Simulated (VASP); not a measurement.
# LiF (Fm-3m) in VASP: notebook

LiF is run at these levels: PBE; tasks: single point, relaxation of cell and atoms.

All numbers are computed with VASP 6.6.1; they aren't measurements. Logs are shortened: lines on timing, memory, paths and dates and some standing lists are left out, and cuts for length are marked.

## (1) The cell of the first run

It takes space group Fm-3m (No. 225, cubic). The conventional cell has a = 4.068 Å, b = 4.068 Å, c = 4.068 Å, α = 90.00°, β = 90.00°, γ = 90.00°. Within 2.7 Å of Li (site symmetry m-3m) lie 6 F at 2.03 Å. F (site symmetry m-3m) has 6 Li at 2.03 Å within 2.7 Å.

## (2) Single point, PBE

INCAR

```
PREC     = Accurate       # precision mode
ENCUT    = 520            # plane-wave cutoff, eV
EDIFF    = 1E-7           # SCF threshold, eV
ISMEAR   = 0              # smearing method
SIGMA    = 0.02           # smearing width, eV
LREAL    = False          # projectors in reciprocal space
LASPH    = True           # aspherical terms in the spheres
NELM     = 80             # most SCF steps
ALGO     = Normal         # electronic algorithm
ISIF     = 2              # what is computed and relaxed
LWAVE    = False          # write WAVECAR
LCHARG   = False          # write CHGCAR
GGA      = PE             # functional
NBANDS   = 12             # bands
```

KPOINTS

```
Automatic mesh
0
Gamma
  10 10 10
```

POSCAR

```
LiF
1.0
    0.0000000000      2.0340907784      2.0340907784
    2.0340907784      0.0000000000      2.0340907784
    2.0340907784      2.0340907784      0.0000000000
Li F
1 1
Direct
    0.0000000000      0.0000000000      0.0000000000
    0.5000000000      0.5000000000      0.5000000000
```

Potentials or basis: VASP PAW PBE potentials, release 64 (Li_sv, F).

The run is started by

```
> cat potpaw_PBE.64/Li_sv/POTCAR potpaw_PBE.64/F/POTCAR > POTCAR
> mpirun -np 1 vasp_std > vasp.out
```

OUTCAR:

```text
PREC = Accurate
   ENCUT = 520
   EDIFF = 1E-7
   ISMEAR = 0
   LREAL = False
   LASPH = True
   NELM = 80
   ISIF = 2
   GGA = PE

 ion  position               nearest neighbor table
   1  0.000  0.000  0.000-   2 2.03   2 2.03   2 2.03   2 2.03   2 2.03   2 2.03
   2  0.500  0.500  0.500-   1 2.03   1 2.03   1 2.03   1 2.03   1 2.03   1 2.03

  LATTYP: Found a face centered cubic cell.
 ALAT       =     4.0681815568

  Lattice vectors:

 A1 = (   0.0000000000,   2.0340907784,   2.0340907784)
 A2 = (   2.0340907784,   0.0000000000,   2.0340907784)
 A3 = (   2.0340907784,   2.0340907784,   0.0000000000)

Analysis of symmetry for initial positions (statically):
=====================================================================
 Subroutine PRICEL returns:
 Original cell was already a primitive cell.

 Routine SETGRP: Setting up the symmetry group for a
 face centered cubic supercell.

 Subroutine GETGRP returns: Found 48 space group operations
 (whereof 48 operations were pure point group operations)
 out of a pool of 48 trial point group operations.

The static configuration has the point symmetry O_h .

Analysis of symmetry for dynamics (positions and initial velocities):
=====================================================================
 Subroutine PRICEL returns:
 Original cell was already a primitive cell.

 Routine SETGRP: Setting up the symmetry group for a
 face centered cubic supercell.

 Subroutine GETGRP returns: Found 48 space group operations
 (whereof 48 operations were pure point group operations)
 out of a pool of 48 trial point group operations.

The dynamic configuration has the point symmetry O_h .

 Subroutine INISYM returns: Found 48 space group operations
 (whereof 48 operations are pure point group operations),
 and found     1 'primitive' translations

----------------------------------------------------------------------------------------

                                     Primitive cell

  volume of cell :      16.8322

  direct lattice vectors                    reciprocal lattice vectors
     0.000000000  2.034090778  2.034090778    -0.245810072  0.245810072  0.245810072
     2.034090778  0.000000000  2.034090778     0.245810072 -0.245810072  0.245810072
     2.034090778  2.034090778  0.000000000     0.245810072  0.245810072 -0.245810072

  length of vectors
     2.876638766  2.876638766  2.876638766     0.425755533  0.425755533  0.425755533

  position of ions in fractional coordinates (direct lattice)
     0.000000000  0.000000000  0.000000000
     0.500000000  0.500000000  0.500000000
[... 89 lines left out ...]
   NUPDOWN=      -1.0000    fix difference up-down
   EMIN   =  10.00;   EMAX   =-10.00  energy-range for DOS
   EFERMI =   0.00;   METHOD = LEGACY
   ISMEAR =     0;   SIGMA  =   0.02  broadening in eV -4-tet -1-fermi 0-gaus
   EFERMI_NEDOS =   21; number of points for ismear=-14 and -15
   IALGO  =     38    algorithm
   IMIX   =      4    mixing-type and parameters
     AMIX     =   0.40;   BMIX     =  1.00
     AMIX_MAG =   1.60;   BMIX_MAG =  1.00
  volume/ion in A,a.u.               =       8.42        56.79
  Fermi-wavevector in a.u.,A,eV,Ry     =   1.376241  2.600718 25.769970  1.894039
  Thomas-Fermi vector in A             =   2.501504
   LORBIT       =      0    0 simple, 1 ext, 2 COOP (PROOUT), +10 PAW based schemes
   GGA     = PE    functional components
   LHFCALC =     F    Hartree Fock is set to
   AEXX    =    0.0000 exact exchange contribution
   IVDW    =     0    specifies the selected vdW correction
   LEPSILON=     F    determine dielectric tensor
   LRPA    =     F    only Hartree local field effects (RPA)
 non-spin polarized calculation
 Gauss-broadening in eV      SIGMA  =   0.02
  energy-cutoff  :      520.00
  volume of cell :       16.83
 maximum number of plane-waves:       469
 NGX is ok and might be reduce to    24

 number of electron      10.0000000 magnetization

 number of electron       9.9999992 magnetization

 Free energy of the ion-electron system (eV)
  ---------------------------------------------------
  ext. energy  EPLUGINS =         0.00000000
  ---------------------------------------------------
  free energy    TOTEN  =        -9.64093761 eV

  energy without entropy =       -9.64093761  energy(sigma->0) =       -9.64093761

 E-fermi :  -1.0605     XC(G=0):  -9.8382

 val. band max:       -1.1952018675   @ k =   0.0000   0.0000   0.0000
 cond. band min:       7.6326103268   @ k =   0.0000   0.0000   0.0000
 fundamental gap:      8.8278121944
 Fermi energy:        -1.0604930512

 k-point     1 :       0.0000    0.0000    0.0000
  band No.  band energies     occupation
      1     -42.1845      2.00000
      2     -21.0890      2.00000
      3      -1.1952      2.00000
      4      -1.1952      2.00000
      5      -1.1952      2.00000
      6       7.6326      0.00000
      7      22.3794      0.00000
      8      22.3794      0.00000
      9      22.3794      0.00000
     10      22.8355      0.00000
     11      22.8355      0.00000
     12      22.8355      0.00000
[... 331 lines left out ...]
 k-point    24 :       0.4000    0.3000    0.0000
  band No.  band energies     occupation
      1     -42.1316      2.00000
      2     -20.5921      2.00000
      3      -3.4219      2.00000
      4      -2.0294      2.00000
      5      -1.9223      2.00000
      6      11.6102      0.00000
      7      15.4080      0.00000
      8      17.0280      0.00000
      9      18.6393      0.00000
     10      19.7026      0.00000
     11      32.0476      0.00000
     12      33.1902      0.00000

 [... further k-points ...]

------------------------ aborting loop because EDIFF is reached ----------------------------------------

  FORCE on cell =-STRESS in cart. coord.  units (eV):
  Direction    XX          YY          ZZ          XY          YZ          ZX
  --------------------------------------------------------------------------------------
  -------------------------------------------------------------------------------------
  Total       -0.0469903     -0.0469903     -0.0469903      0.0000000      0.0000000     -0.0000000
  in kB       -4.4727822     -4.4727822     -4.4727822      0.0000000      0.0000000     -0.0000000
  external PRESSURE =      -4.4727822 kB  Pullay stress =       0.0000000 kB

 VOLUME and BASIS-vectors are now :
 -----------------------------------------------------------------------------
  energy-cutoff  :      520.00
  volume of cell :       16.83
      direct lattice vectors                 reciprocal lattice vectors
     0.000000000  2.034090778  2.034090778    -0.245810072  0.245810072  0.245810072
     2.034090778  0.000000000  2.034090778     0.245810072 -0.245810072  0.245810072
     2.034090778  2.034090778  0.000000000     0.245810072  0.245810072 -0.245810072

 POSITION                                       TOTAL-FORCE (eV/Angst)
 -----------------------------------------------------------------------------------
      0.00000      0.00000      0.00000         0.000000      0.000000     -0.000000
      2.03409      2.03409      2.03409        -0.000000     -0.000000      0.000000
 -----------------------------------------------------------------------------------
    total drift:                               -0.000000     -0.000000      0.000000

  FREE ENERGIE OF THE ION-ELECTRON SYSTEM (eV)
  ---------------------------------------------------
  free  energy   TOTEN  =        -9.6409376078 eV

  energy  without entropy=       -9.6409376078  energy(sigma->0) =       -9.64093761
```

stdout:

```text
POSCAR found type information on POSCAR LiF
 POSCAR found :  2 types and       2 ions
 scaLAPACK will be used
 LDA part: xc-table for (Slater+PW92), standard interpolation
 POSCAR, INCAR and KPOINTS ok, starting setup
 FFT: planning ... GRIDC
 FFT: planning ... GRID_SOFT
 FFT: planning ... GRID
 WAVECAR not read
 entering main loop
```

Run time: 4.8 s. Hardware: 1 thread of AMD EPYC 9R45 (Zen 5), shared host; peak memory 0.1 GiB.

What came out:

```yaml
Free_energy: -9.6409 eV
Band_gap_on_the_k_mesh: 8.83 eV, direct
```

Levels at points of the mesh, in eV from the valence-band top:
```
           k point  band 1  band 2  band 3  band 4  band 5  band 6  band 7  band 8  band 9  band 10
(0.00, 0.00, 0.00)  -40.99  -19.89    0.00    0.00    0.00    8.83   23.57   23.57   23.57    24.03
(0.50, 0.00, 0.00)  -40.94  -19.48   -2.43   -0.22   -0.22   10.62   16.39   18.66   18.66    29.83
(0.50, 0.50, 0.00)  -40.92  -19.24   -2.88   -0.95   -0.95   14.53   16.33   17.09   19.89    19.89
```

Caveat: the cutoff is under 1.25 times the usual one of these potentials, so pressure, stress and relaxed cells hold a basis-set (Pulay) error. A k mesh can miss the band edges.

## (3) Relaxation of cell and atoms, PBE

This run uses another cell than the first one, of 8.51 Å³/atom, 1.011 times its volume.

INCAR

```
SYSTEM = LiF
PREC = Accurate
ENCUT = 600
EDIFF = 1E-6
ISMEAR = 0
SIGMA = 0.02
LREAL = .False.
LASPH = .True.
NELM = 80
ALGO = Normal
ISIF = 3
LWAVE = .False.
LCHARG = .False.
GGA = PE
IBRION = 2
NSW = 100
EDIFFG = -0.005
```

KPOINTS

```
regular mesh
0
Gamma
  10 10 10
  0 0 0
```

POSCAR

```
LiF
1.0
    0.0000000000      2.0417135738      2.0417135738
    2.0417135738      0.0000000000      2.0417135738
    2.0417135738      2.0417135738      0.0000000000
Li F
1 1
Direct
    0.0000000000      0.0000000000      0.0000000000
    0.5000000000      0.5000000000      0.5000000000
```

Potentials or basis: VASP PAW PBE potentials, release 64 (Li_sv, F).

The run is started by

```
> cat potpaw_PBE.64/Li_sv/POTCAR potpaw_PBE.64/F/POTCAR > POTCAR
> mpirun -np 1 vasp_std > vasp.out
```

OUTCAR:

```text
SYSTEM = LiF
   PREC = Accurate
   ENCUT = 600
   EDIFF = 1E-6
   ISMEAR = 0
   LREAL = .False.
   LASPH = .True.
   NELM = 80
   ISIF = 3
   GGA = PE
   IBRION = 2
   NSW = 100
   EDIFFG = -0.005

 ion  position               nearest neighbor table
   1  0.000  0.000  0.000-   2 2.04   2 2.04   2 2.04   2 2.04   2 2.04   2 2.04
   2  0.500  0.500  0.500-   1 2.04   1 2.04   1 2.04   1 2.04   1 2.04   1 2.04

  LATTYP: Found a face centered cubic cell.
 ALAT       =     4.0834271476

  Lattice vectors:

 A1 = (   0.0000000000,   2.0417135738,   2.0417135738)
 A2 = (   2.0417135738,   0.0000000000,   2.0417135738)
 A3 = (   2.0417135738,   2.0417135738,   0.0000000000)

Analysis of symmetry for initial positions (statically):
=====================================================================
[... 263 lines left out ...]

 k-point     1 :       0.0000    0.0000    0.0000
  band No.  band energies     occupation
      1     -42.0769      2.00000
      2     -21.0522      2.00000
      3      -1.1242      2.00000
      4      -1.1242      2.00000
      5      -1.1242      2.00000
      6       7.8151      0.00000
      7      22.6206      0.00000
      8      22.6206      0.00000
      9      22.6206      0.00000
[... 265 lines left out ...]
 k-point    24 :       0.4000    0.3000    0.0000
  band No.  band energies     occupation
      1     -42.0214      2.00000
      2     -20.5427      2.00000
      3      -3.3898      2.00000
      4      -1.9750      2.00000
      5      -1.8659      2.00000
      6      11.7971      0.00000
      7      15.5600      0.00000
      8      17.2319      0.00000
      9      18.8507      0.00000

 [... further k-points ...]

------------------------ aborting loop because EDIFF is reached ----------------------------------------

  FORCE on cell =-STRESS in cart. coord.  units (eV):
  Direction    XX          YY          ZZ          XY          YZ          ZX
  --------------------------------------------------------------------------------------
  -------------------------------------------------------------------------------------
  Total        0.0076497      0.0076497      0.0076497      0.0000000     -0.0000000     -0.0000000
  in kB        0.7375230      0.7375230      0.7375230      0.0000000     -0.0000000     -0.0000000
  external PRESSURE =       0.7375230 kB  Pullay stress =       0.0000000 kB
[... 17 lines left out ...]
  FREE ENERGIE OF THE ION-ELECTRON SYSTEM (eV)
  ---------------------------------------------------
  free  energy   TOTEN  =        -9.6446582470 eV

  energy  without entropy=       -9.6446582470  energy(sigma->0) =       -9.64465825

 reached required accuracy - stopping structural energy minimisation
```

OSZICAR:

```text
N       E                     dE             d eps       ncg     rms          rms(c)
DAV:   1     0.383272653223E+02    0.38327E+02   -0.62074E+03   862   0.125E+03
DAV:   2    -0.899549147215E+01   -0.47323E+02   -0.46535E+02   939   0.223E+02
DAV:   3    -0.101421235054E+02   -0.11466E+01   -0.11453E+01  1121   0.343E+01
DAV:   4    -0.101538978006E+02   -0.11774E-01   -0.11770E-01  1114   0.333E+00
[... 19 lines left out ...]
DAV:   2    -0.964507329114E+01    0.13597E-01   -0.79142E-02   867   0.233E+00    0.183E-01
DAV:   3    -0.964478487681E+01    0.28841E-03   -0.47129E-04  1161   0.273E-01    0.105E-01
DAV:   4    -0.964465709564E+01    0.12778E-03   -0.16705E-04  1343   0.135E-01    0.704E-03
DAV:   5    -0.964465846841E+01   -0.13728E-05   -0.65644E-06   849   0.293E-02    0.224E-03
DAV:   6    -0.964465824700E+01    0.22141E-06   -0.49041E-07   482   0.749E-03
   3 F= -.96446582E+01 E0= -.96446582E+01  d E =-.182855E-02
```

CONTCAR:

```text
LiF
   1.00000000000000
    -0.0000000000000000    2.0254226098336310    2.0254226098336310
     2.0254226098336310   -0.0000000000000000    2.0254226098336310
     2.0254226098336310    2.0254226098336310    0.0000000000000000
  Li              F
     1     1
Direct
     0.0000000000000000    0.0000000000000000    0.0000000000000000
     0.5000000000000000    0.5000000000000000    0.5000000000000000

  0.00000000E+00  0.00000000E+00  0.00000000E+00
  0.00000000E+00  0.00000000E+00  0.00000000E+00
```

Wall time 7.6 s (1 thread of AMD EPYC 9R45 (Zen 5), shared host); peak memory 0.1 GiB.

What came out:

```yaml
Free_energy: -9.6447 eV
Relaxed_volume: 8.31 Å³/atom
Relaxed_cell: a = 2.864 Å, b = 2.864 Å, c = 2.864 Å, α = 60.00°, β = 60.00°, γ = 60.00°
Space_group_after_relaxing_to_0.05_Å: Fm-3m (No. 225)
Energy_gained_by_relaxing: 0.9 meV/atom
Ionic_steps: 3
Pressure_after_relaxing: 0.1 GPa
Band_gap_on_the_k_mesh: 8.94 eV, direct
```

Step by step:
```csv
step,energy change (eV),largest force (eV/Å),pressure (GPa),volume (Å³)
1,0.0000,0.0000,-1.51,17.02
2,-0.0014,0.0000,-0.74,16.83
3,-0.0018,0.0000,0.07,16.62
```

Final structure:
```
Li F
1.0
     0.00000    2.02542    2.02542
     2.02542    0.00000    2.02542
     2.02542    2.02542    0.00000
Li F
1 1
Direct
  0.00000 0.00000 0.00000
  0.50000 0.50000 0.50000
```

Levels at points of the mesh, in eV from the valence-band top:
| k point | band 1 | band 2 | band 3 | band 4 | band 5 | band 6 | band 7 | band 8 | band 9 |
| --- | --- | --- | --- | --- | --- | --- | --- | --- | --- |
| (0.00, 0.00, 0.00) | -40.95 | -19.93 | 0.00 | 0.00 | 0.00 | 8.94 | 23.74 | 23.74 | 23.74 |
| (0.50, 0.00, 0.00) | -40.90 | -19.51 | -2.47 | -0.22 | -0.22 | 10.69 | 16.53 | 18.76 | 18.76 |
| (0.50, 0.50, 0.00) | -40.88 | -19.25 | -2.93 | -0.97 | -0.97 | 14.65 | 16.39 | 17.24 | 20.04 |

Caveat: the cutoff is under 1.25 times the usual one of these potentials, so pressure, stress and relaxed cells hold a basis-set (Pulay) error. A k mesh can miss the band edges.

## (4) Single point, PBE

This run uses another cell than the first one: it holds 40 atoms, not 2.

INCAR

```
PREC = Accurate
ENCUT = 520
EDIFF = 1E-6
ISMEAR = 0
SIGMA = 0.01
LREAL = Auto
LASPH = True
NELM = 100
ALGO = Normal
ISIF = 2
LWAVE = False
LCHARG = True
GGA = PE
LELF = True
LVHAR = True
NBANDS = 126
```

KPOINTS

```
Automatic mesh
0
Gamma
  2 2 2
  0.5 0.5 0.5
```

POSCAR

```
LiF
1.0
   -2.0340907784     -4.0681815568      6.1022723352
    2.0340907784     -4.0681815568     -6.1022723352
    6.1022723352      4.0681815568      2.0340907784
Li F
20 20
Direct
    0.5500000000      0.8500000000      0.9000000000
    0.4000000000      0.8000000000      0.2000000000
    0.2500000000      0.7500000000      0.5000000000
    0.0000000000      1.0000000000      0.0000000000
    0.8500000000      0.9500000000      0.3000000000
    0.7000000000      0.9000000000      0.6000000000
    0.6500000000      0.5500000000      0.7000000000
    0.5000000000      0.5000000000      0.0000000000
    0.3500000000      0.4500000000      0.3000000000
    0.2000000000      0.4000000000      0.6000000000
    0.1000000000      0.7000000000      0.8000000000
    0.9500000000      0.6500000000      0.1000000000
    0.8000000000      0.6000000000      0.4000000000
    0.1500000000      0.0500000000      0.7000000000
    0.6000000000      0.2000000000      0.8000000000
    0.4500000000      0.1500000000      0.1000000000
    0.3000000000      0.1000000000      0.4000000000
    0.0500000000      0.3500000000      0.9000000000
    0.9000000000      0.3000000000      0.2000000000
    0.7500000000      0.2500000000      0.5000000000
    0.4500000000      0.6500000000      0.6000000000
    0.3000000000      0.6000000000      0.9000000000
    0.1500000000      0.5500000000      0.2000000000
    0.9000000000      0.8000000000      0.7000000000
    0.7500000000      0.7500000000      0.0000000000
    0.6000000000      0.7000000000      0.3000000000
    0.5500000000      0.3500000000      0.4000000000
    0.4000000000      0.3000000000      0.7000000000
    0.2500000000      0.2500000000      0.0000000000
    0.1000000000      0.2000000000      0.3000000000
    0.0000000000      0.5000000000      0.5000000000
    0.8500000000      0.4500000000      0.8000000000
    0.7000000000      0.4000000000      0.1000000000
    0.0500000000      0.8500000000      0.4000000000
    0.5000000000      0.0000000000      0.5000000000
    0.3500000000      0.9500000000      0.8000000000
    0.2000000000      0.9000000000      0.1000000000
    0.9500000000      0.1500000000      0.6000000000
    0.8000000000      0.1000000000      0.9000000000
    0.6500000000      0.0500000000      0.2000000000
```

The run is started by

```
> cat potpaw_PBE.64/Li_sv/POTCAR potpaw_PBE.64/F/POTCAR > POTCAR
> mpirun -np 1 vasp_std > vasp.out
```

Run time: 6.7 min. Hardware: 1 thread of Intel Xeon 6975P-C, shared host; peak memory 0.51 GiB.

Results (log left out):

```yaml
Free_energy: -192.8222 eV
Band_gap_on_the_k_mesh: 9.36 eV
```

Levels at points of the mesh, in eV from the valence-band top:
```
           k point  band 97  band 98  band 99  band 100  band 101  band 102  band 103  band 104
(0.25, 0.25, 0.25)    -0.01    -0.01    -0.01     -0.01     10.14     10.14     10.14     10.14
```

Caveat: the cutoff is under 1.25 times the usual one of these potentials, so pressure, stress and relaxed cells hold a basis-set (Pulay) error. A k mesh can miss the band edges.

[end of part 1 of 2]
